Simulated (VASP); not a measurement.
A run of VASP 6.6.1 is set up as follows.

INCAR

```
PREC = Accurate
ENCUT = 520
EDIFF = 1E-6
ISMEAR = 0
SIGMA = 0.1
LREAL = False
LASPH = True
NELM = 60
ALGO = Fast
ISIF = 2
LWAVE = False
LCHARG = False
GGA = PS
NBANDS = 30
```

Contents of KPOINTS:

```
Automatic mesh
0
Gamma
  12 12 12
```

Contents of POSCAR:

```
Ni3Ge
1.0
    3.4158256103      0.0000000000      0.0000000000
    0.0000000000      3.4158256103      0.0000000000
    0.0000000000      0.0000000000      3.4158256103
Ni Ge
3 1
Direct
    0.5000000000      0.0000000000      0.5000000000
    0.0000000000      0.5000000000      0.5000000000
    0.5000000000      0.5000000000      0.0000000000
    0.0000000000      0.0000000000      0.0000000000
```

Potentials or basis: VASP PAW PBE potentials, release 64 (Ni, Ge_d).

Run with:

```console
$ cat potpaw_PBE.64/Ni/POTCAR potpaw_PBE.64/Ge_d/POTCAR > POTCAR
$ mpirun -np 1 vasp_std > vasp.out
```

(1) Estimate the band gap on the k mesh.

(2) Estimate the pressure.

## Answers

(1) zero (bands 22 and 23 overlap by 0.27 eV).

(2) 26.1 GPa.

Caveat: the cell stands under pressure; the PAW data sets were made with another functional, which shifts forces and pressure a little.
